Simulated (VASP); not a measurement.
# AlGaAs2 in VASP: relaxation of cell and atoms with PBEsol

Aim: the relaxation of cell and atoms of AlGaAs2 with PBEsol.

Everything below comes from runs of VASP 6.6.1. Logs are shortened: lines on timing, memory, paths and dates and some standing lists are left out, and cuts for length are marked.

## 1. The cell of the first run

The cell holds a disordered packing, 8 atoms: a = 5.711 Å, b = 5.479 Å, c = 5.833 Å, α = 87.56°, β = 88.88°, γ = 87.47°.

## 2. Relaxation of cell and atoms, PBEsol

INCAR reads:

```
PREC = Accurate
ENCUT = 500
EDIFF = 1E-7
ISMEAR = 0
SIGMA = 0.1
LREAL = F
LASPH = T
NELM = 120
ALGO = Normal
ISIF = 3
LWAVE = F
LCHARG = F
GGA = PS
IBRION = 2
NSW = 90
EDIFFG = -0.04
ISYM = 0
GGA_COMPAT = F
NELMIN = 4
```

KPOINTS reads:

```
Automatic mesh
0
Gamma
  2 3 2
  0.5 0 0.5
```

POSCAR reads:

```
AlGaAs2
1.0
    5.7089670000      0.1228080000      0.0553140000
    0.1228080000      5.4764130000      0.1194950000
    0.0553140000      0.1194950000      5.8315340000
Al Ga As
2 2 4
Direct
    0.6566454348      0.7329821219      0.8736202233
    0.2400966885      0.5489048259      0.5898782418
    0.4024828866      0.0769284691      0.3527012526
    0.4702119610      0.4923558561      0.1854335568
    0.1834049783      0.8041505957      0.9585327339
    0.9975036190      0.2275530594      0.1565221765
    0.7845721452      0.8365022545      0.4147707471
    0.9801236296      0.2080883218      0.5881584359
```

Potentials or basis: VASP PAW PBE potentials, release 64 (Al, Ga_d, As).

Started as:

```
cat potpaw_PBE.64/Al/POTCAR potpaw_PBE.64/Ga_d/POTCAR potpaw_PBE.64/As/POTCAR > POTCAR
mpirun -np 1 vasp_std > vasp.out
```

OUTCAR:

```text
PREC = Accurate
   ENCUT = 500
   EDIFF = 1E-7
   ISMEAR = 0
   LREAL = F
   LASPH = T
   NELM = 120
   ISIF = 3
   GGA = PS
   IBRION = 2
   NSW = 90
   EDIFFG = -0.04
   ISYM = 0
   NELMIN = 4

 ion  position               nearest neighbor table
   1  0.657  0.733  0.874-   4 2.45   5 2.75   7 2.80   5 3.10   2 3.15
   2  0.240  0.549  0.590-   8 2.44   5 2.62   4 2.70   3 3.08   1 3.15
   3  0.402  0.077  0.353-   4 2.48   7 2.52   6 2.68   8 2.83   2 3.08
   4  0.470  0.492  0.185-   1 2.45   3 2.48   5 2.65   2 2.70
   5  0.183  0.804  0.959-   2 2.62   4 2.65   1 2.75   6 2.79   1 3.10
   6  0.998  0.228  0.157-   8 2.52   3 2.68   5 2.79   7 2.87
   7  0.785  0.837  0.415-   3 2.52   8 2.61   1 2.80   6 2.87
   8  0.980  0.208  0.588-   2 2.44   6 2.52   7 2.61   3 2.83

IMPORTANT INFORMATION: All symmetrisations will be switched off!
NOSYMM: (Re-)initialisation of all symmetry stuff for point group C_1.

----------------------------------------------------------------------------------------

                                     Primitive cell

  volume of cell :     182.1363

  direct lattice vectors                    reciprocal lattice vectors
     5.708967000  0.122808000  0.055314000     0.175262173 -0.003895704 -0.001582591
     0.122808000  5.476413000  0.119495000    -0.003895704  0.182769549 -0.003708211
     0.055314000  0.119495000  5.831534000    -0.001582591 -0.003708211  0.171572463

  length of vectors
     5.710555634  5.479093009  5.833020443     0.175312608  0.182848668  0.171619828

  position of ions in fractional coordinates (direct lattice)
     0.656645435  0.732982122  0.873620223
     0.240096689  0.548904826  0.589878242
     0.402482887  0.076928469  0.352701253
     0.470211961  0.492355856  0.185433557
     0.183404978  0.804150596  0.958532734
     0.997503619  0.227553059  0.156522176
     0.784572145  0.836502254  0.414770747
     0.980123630  0.208088322  0.588158436

  ion indices of the primitive-cell ions
   primitive index   ion index
                 1           1
                 2           2
                 3           3
                 4           4
                 5           5
                 6           6
                 7           7
                 8           8

----------------------------------------------------------------------------------------

 KPOINTS: Automatic mesh

Automatic generation of k-mesh.
 Grid dimensions read from file:
 generate k-points for:    2    3    2

 Generating k-lattice:

  Cartesian coordinates                     Fractional coordinates (reciprocal lattice)
     0.087631087 -0.001947852 -0.000791296     0.500000000 -0.000000000  0.000000000
    -0.001298568  0.060923183 -0.001236070    -0.000000000  0.333333333  0.000000000
    -0.000791296 -0.001854106  0.085786232     0.000000000 -0.000000000  0.500000000

  Length of vectors
     0.087656304  0.060949556  0.085809914

  Shift w.r.t. Gamma in fractional coordinates (k-lattice)
     0.500000000  0.000000000  0.500000000

 Subroutine IBZKPT returns following result:
 ===========================================

 Found      6 irreducible k-points:

 Following reciprocal coordinates:
            Coordinates               Weight
  0.250000  0.000000  0.250000      2.000000
 -0.250000 -0.000000  0.250000      2.000000
  0.250000  0.333333  0.250000      2.000000
 -0.250000  0.333333  0.250000      2.000000
  0.250000 -0.333333  0.250000      2.000000
 -0.250000 -0.333333  0.250000      2.000000
   k-points           NKPTS =      6   k-points in BZ     NKDIM =      6   number of bands    NBANDS=     31
   number of dos      NEDOS =    301   number of ions     NIONS =      8
   total plane-waves  NPLWV =  80640
   dimension x,y,z NGX =    42 NGY =   40 NGZ =   48
   dimension x,y,z NGXF=    84 NGYF=   80 NGZF=   96
   ions per type =               2   2   4
   NGX,Y,Z   is equivalent  to a cutoff of  12.23, 12.14, 13.68 a.u.
   NGXF,Y,Z  is equivalent  to a cutoff of  24.45, 24.27, 27.36 a.u.
 SYSTEM =  unknown system
   PREC   = accura    normal or accurate (medium, high low for compatibility)
   ISTART =      0    job   : 0-new  1-cont  2-samecut
   ICHARG =      2    charge: 1-file 2-atom 10-const
   ISPIN  =      1    spin polarized calculation?
   LNONCOLLINEAR =      F non collinear calculations
   LSORBIT =      F    spin-orbit coupling
   LASPH  =      T    aspherical Exc in radial PAW
   ENCUT  =  500.0 eV  36.75 Ry    6.06 a.u.  10.41  9.99 10.63*2*pi/ulx,y,z
   NELM   =    120;   NELMIN=  4; NELMDL= -5     # of ELM steps
   EDIFF  = 0.1E-06   stopping-criterion for ELM
   LREAL  =      F    real-space projection
   EDIFFG = -.4E-01   stopping-criterion for IOM
   NSW    =     90    number of steps for IOM
   IBRION =      2    ionic relax: 0-MD 1-quasi-New 2-CG
   NFREE  =      1    steps in history (QN), initial steepest desc. (CG)
   ISIF   =      3    stress and relaxation
   ISYM   =      0    0-nonsym 1-usesym 2-fastsym
   POTIM  = 0.5000    time-step for ionic-motion
   TEBEG  =    0.0;   TEEND  =   0.0 temperature during run
   PSTRESS=    0.0 pullay stress
   NELECT =      52.0000    total number of electrons
   NUPDOWN=      -1.0000    fix difference up-down
   EMIN   =  10.00;   EMAX   =-10.00  energy-range for DOS
   EFERMI =   0.00;   METHOD = LEGACY
   ISMEAR =     0;   SIGMA  =   0.10  broadening in eV -4-tet -1-fermi 0-gaus
   EFERMI_NEDOS =   21; number of points for ismear=-14 and -15
   IALGO  =     38    algorithm
   IMIX   =      4    mixing-type and parameters
     AMIX     =   0.40;   BMIX     =  1.00
     AMIX_MAG =   1.60;   BMIX_MAG =  1.00
  volume/ion in A,a.u.               =      22.77       153.64
  Fermi-wavevector in a.u.,A,eV,Ry     =   1.077979  2.037085 15.810505  1.162039
  Thomas-Fermi vector in A             =   2.213906
   LORBIT       =      0    0 simple, 1 ext, 2 COOP (PROOUT), +10 PAW based schemes
   GGA     = PS    functional components
   LHFCALC =     F    Hartree Fock is set to
   AEXX    =    0.0000 exact exchange contribution
   IVDW    =     0    specifies the selected vdW correction
   LEPSILON=     F    determine dielectric tensor
   LRPA    =     F    only Hartree local field effects (RPA)
 conjugate gradient relaxation of ions
 non-spin polarized calculation
 Gauss-broadening in eV      SIGMA  =   0.10
  energy-cutoff  :      500.00
  volume of cell :      182.14
 maximum number of plane-waves:      4637
 NGX is ok and might be reduce to    42
   NGX = 21   NGY = 19   NGZ = 21

--------------------------------------- Ionic step        1  -------------------------------------------

 number of electron      51.9999994 magnetization

 Free energy of the ion-electron system (eV)
  ---------------------------------------------------
  ext. energy  EPLUGINS =         0.00000000
  ---------------------------------------------------
  free energy    TOTEN  =       -32.68917453 eV

  energy without entropy =      -32.66803490  energy(sigma->0) =      -32.67860471

 E-fermi :   4.2831     XC(G=0):  -9.6751

 val. band max:        4.2276283955   @ k =   0.2500   0.3333   0.2500
 cond. band min:       4.3286761428   @ k =  -0.2500  -0.0000   0.2500
 fundamental gap:      0.1010477474
 Fermi energy:         4.2830806307

 k-point     1 :       0.2500    0.0000    0.2500
  band No.  band energies     occupation
      1     -10.8138      2.00000
      2     -10.7539      2.00000
      3     -10.6981      2.00000
      4     -10.6937      2.00000
      5     -10.6824      2.00000
      6     -10.4422      2.00000
[... 232 lines left out ...]
  energy  without entropy=      -32.6680348993  energy(sigma->0) =      -32.67860471

--------------------------------------- Ionic step        2  -------------------------------------------

 number of electron      52.0000010 magnetization

 E-fermi :   4.8040     XC(G=0):  -9.9229

 val. band max:        4.7490138720   @ k =   0.2500   0.3333   0.2500
 cond. band min:       4.8498679288   @ k =   0.2500   0.0000   0.2500
 fundamental gap:      0.1008540568
 Fermi energy:         4.8039526950

 k-point     1 :       0.2500    0.0000    0.2500
  band No.  band energies     occupation
      1     -10.3236      2.00000
      2     -10.2736      2.00000
      3     -10.2147      2.00000
      4     -10.1999      2.00000
      5     -10.1909      2.00000
      6      -9.9410      2.00000
[... 270 lines left out ...]
  FREE ENERGIE OF THE ION-ELECTRON SYSTEM (eV)
  ---------------------------------------------------
  free  energy   TOTEN  =       -33.2366263724 eV

  energy  without entropy=      -33.2093330156  energy(sigma->0) =      -33.22297969

[... ionic steps 4 to 45 ...]

--------------------------------------- Ionic step       46  -------------------------------------------

 number of electron      52.0000016 magnetization

------------------------ aborting loop because EDIFF is reached ----------------------------------------

  FORCE on cell =-STRESS in cart. coord.  units (eV):
  Direction    XX          YY          ZZ          XY          YZ          ZX
  --------------------------------------------------------------------------------------
  -------------------------------------------------------------------------------------
  Total       -0.1244033     -0.0427502      0.0429425      0.0338909     -0.0244111     -0.0003989
  in kB       -1.2581719     -0.4323605      0.4343058      0.3427611     -0.2468855     -0.0040342
  external PRESSURE =      -0.4187422 kB  Pullay stress =       0.0000000 kB
[... 69 lines left out ...]
  energy  without entropy=      -35.6591919175  energy(sigma->0) =      -35.66019884

--------------------------------------- Ionic step       48  -------------------------------------------

 number of electron      52.0000014 magnetization

 Free energy of the ion-electron system (eV)
  ---------------------------------------------------
  ext. energy  EPLUGINS =         0.00000000
  ---------------------------------------------------
  free energy    TOTEN  =       -35.66210533 eV

  energy without entropy =      -35.65997273  energy(sigma->0) =      -35.66103903

 E-fermi :   5.7053     XC(G=0): -10.2975

 val. band max:        5.5390696145   @ k =   0.2500   0.0000   0.2500
 cond. band min:       5.8570685616   @ k =  -0.2500  -0.0000   0.2500
 fundamental gap:      0.3179989472
 Fermi energy:         5.7052783086

 k-point     1 :       0.2500    0.0000    0.2500
  band No.  band energies     occupation
      1      -9.5385      2.00000
      2      -9.5077      2.00000
      3      -9.4812      2.00000
      4      -9.4687      2.00000
      5      -9.4205      2.00000
      6      -9.2191      2.00000
[... 228 lines left out ...]
  FREE ENERGIE OF THE ION-ELECTRON SYSTEM (eV)
  ---------------------------------------------------
  free  energy   TOTEN  =       -35.6621053346 eV

  energy  without entropy=      -35.6599727266  energy(sigma->0) =      -35.66103903

 reached required accuracy - stopping structural energy minimisation
```

Run time: 14 min. Hardware: 1 thread of AMD EPYC 9R45 (Zen 5), shared host; peak memory 0.25 GiB.

What came out:

| Quantity | Value |
| --- | --- |
| Free energy | -35.6621 eV |
| Relaxed volume | 19.77 Å³/atom |
| Relaxed cell | a = 5.724 Å, b = 5.179 Å, c = 5.389 Å, α = 90.94°, β = 96.62°, γ = 85.62° |
| Space group after relaxing (to 0.1 Å) | P1 (No. 1) |
| Energy gained by relaxing | 371.6 meV/atom |
| Ionic steps | 48 |
| Pressure after relaxing | 0.0 GPa |
| Largest force after relaxing | 0.040 eV/Å |
| Band gap on the k mesh | zero (bands 26 and 27 overlap by 0.38 eV) |

Forces on the atoms (eV/Å):
```
Al  -0.009  0.005  0.017
Al   0.027 -0.009  0.022
Ga   0.030 -0.004  0.020
Ga  -0.021 -0.011 -0.004
As  -0.006  0.000 -0.014
As   0.005  0.035 -0.004
As  -0.003  0.002 -0.040
As  -0.023 -0.017  0.002
```

Step by step:
```csv
step,energy change (eV),largest force (eV/Å),pressure (GPa),volume (Å³)
1,0.0000,1.2207,-2.80,182.14
3,-0.5475,1.5186,1.92,164.86
5,-0.8625,1.1183,-0.19,165.08
7,-1.2260,0.5283,-1.55,163.66
9,-1.4312,0.6288,2.46,153.87
11,-1.7872,1.0877,2.24,153.99
13,-2.0610,0.8400,-2.18,163.59
15,-2.4829,0.7104,1.59,157.74
17,-2.6382,0.7272,0.31,161.44
19,-2.7252,0.3885,-1.10,164.45
21,-2.7708,0.3971,0.76,160.42
23,-2.8179,0.3106,0.09,161.33
25,-2.8644,0.2350,-0.99,162.86
27,-2.8982,0.3494,0.41,159.10
29,-2.9158,0.1968,-0.24,159.81
31,-2.9328,0.1898,0.05,158.91
33,-2.9496,0.1984,0.26,158.50
35,-2.9578,0.1014,-0.50,159.98
37,-2.9626,0.0886,0.07,158.74
39,-2.9650,0.0659,0.05,158.68
41,-2.9670,0.0698,-0.19,159.00
43,-2.9689,0.0790,0.11,158.23
45,-2.9705,0.0578,-0.05,158.47
47,-2.9720,0.0483,-0.03,158.36
48,-2.9729,0.0397,0.02,158.18
```

Final structure:
```
Al Ga As
1.0
     5.71127    0.21960   -0.30534
     0.19509    5.17476   -0.03877
    -0.33362   -0.03600    5.37805
Al Ga As
2 2 4
Direct
  0.78853 0.79573 0.97972
  0.21175 0.58432 0.54536
  0.32192 0.02488 0.39590
  0.48571 0.41633 0.19876
  0.34063 0.79983 0.94114
  0.89554 0.27626 0.03294
  0.77819 0.77830 0.50041
  0.89277 0.25183 0.52539
```

Caveat: the k points lie up to 0.59 Å⁻¹ apart in the final cell; the PAW data sets were made with another functional, which shifts forces and pressure a little.
